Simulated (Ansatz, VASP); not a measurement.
Two plane-wave programs on C

```
C
1.0
    -3.44184    3.44240   -0.05844
     3.44918    3.44982    0.02887
     1.66706   -1.70317   -4.35073
C
8
Direct
  0.15008 0.34919 0.99995
  0.65065 0.84961 0.00015
  0.65012 0.15084 0.00002
  0.15054 0.65036 0.00004
  0.84943 0.34961 0.99989
  0.34985 0.84918 0.99995
  0.34941 0.15036 0.99994
  0.84993 0.65085 0.00007
```

Change from the starting cell: cell x2, atoms moved at random (sigma 0.1 Å) and cell strained at random (1.5 %), then relaxed without symmetry.

Alike in both runs: functional PBE; k mesh 6 × 4 × 6; occupations gaussian, width 0.2 eV; no spin polarisation.

Ansatz relaxed the structure, and its values are those at the end. VASP's run is a single point on that final structure, the one shown.

|  | VASP | Ansatz |
| --- | --- | --- |
| version | VASP 6.6.1 | Ansatz 0.2.0 |
| potentials or method | VASP PAW PBE potentials, release 64 (C), cutoff 520 eV | scalar-relativistic, plane waves, PAW |
| valence electrons in the cell | 32 | 32 |

```tsv
	VASP	Ansatz	Ansatz less VASP
gap on the k mesh at the Fermi level (eV)	0.08	0.08	+0.002
least direct gap on the mesh (eV)	0.08	0.08	+0.002
pressure (GPa)	0.1	-0.1	-0.22
rms of the force components (eV/Å)	0.022	0.007	-0.0149
```
